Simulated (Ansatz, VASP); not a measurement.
NaI: VASP beside Ansatz

INCAR

```
SYSTEM = NaI
PREC = Accurate
ENCUT = 520
EDIFF = 1E-6
ISMEAR = -1
SIGMA = 0.02
LREAL = .False.
LASPH = .True.
NELM = 80
ALGO = Normal
ISIF = 2
LWAVE = .False.
LCHARG = .False.
GGA = PE
NBANDS = 14
```

KPOINTS

```
Automatic mesh
0
Gamma
  8 8 8
  0 0 0
```

POSCAR

```
NaI
1.0
    0.0000000000      3.1708944983      3.1708944983
    3.1708944983      0.0000000000      3.1708944983
    3.1708944983      3.1708944983      0.0000000000
Na I
1 1
Direct
    0.0000000000      0.0000000000      0.0000000000
    0.5000000000      0.5000000000      0.5000000000
```

Input for Ansatz:

```yaml
crystal:
  lattice:
    - [0.0, 3.1708944983, 3.1708944983]
    - [3.1708944983, 0.0, 3.1708944983]
    - [3.1708944983, 3.1708944983, 0.0]
  atoms:
    - { symbol: Na, position: [0.0, 0.0, 0.0] }
    - { symbol: I, position: [0.5, 0.5, 0.5] }
kpoints:
  mp_grid: { grid: [8, 8, 8] }
scf:
  occupations: { method: fermi_dirac, width: 0.02 }
hamiltonian:
  xc: pbe
  pseudopotentials: { kind: all_electron, lapw: { basis_error: 0.001 } }
output:
  forces: true
  stress: true
  eigenvalues: true
```

Change from the starting cell: volume scaled by 0.9405.

Alike in both runs: task single point; functional PBE; k mesh 8 × 8 × 8; occupations fermi-dirac, width 0.02 eV; no spin polarisation.

```csv
,VASP,Ansatz
version,VASP 6.6.1,Ansatz 0.2.0
potentials or method,"VASP PAW PBE potentials, release 64 (Na_pv, I), cutoff 520 eV","all-electron LAPW, scalar-relativistic"
```

VASP gave:

| Property | Result |
| --- | --- |
| gap on the k mesh at the Fermi level (eV) | 3.81 |
| pressure (GPa) | 1.7 |

Task: What did Ansatz give for the same quantities?

Result: gap on the k mesh at the Fermi level (eV): 3.82; pressure (GPa): 1.6.

Ansatz ran all-electron here, and VASP with PAW potentials.

Spin-orbit coupling is off throughout.
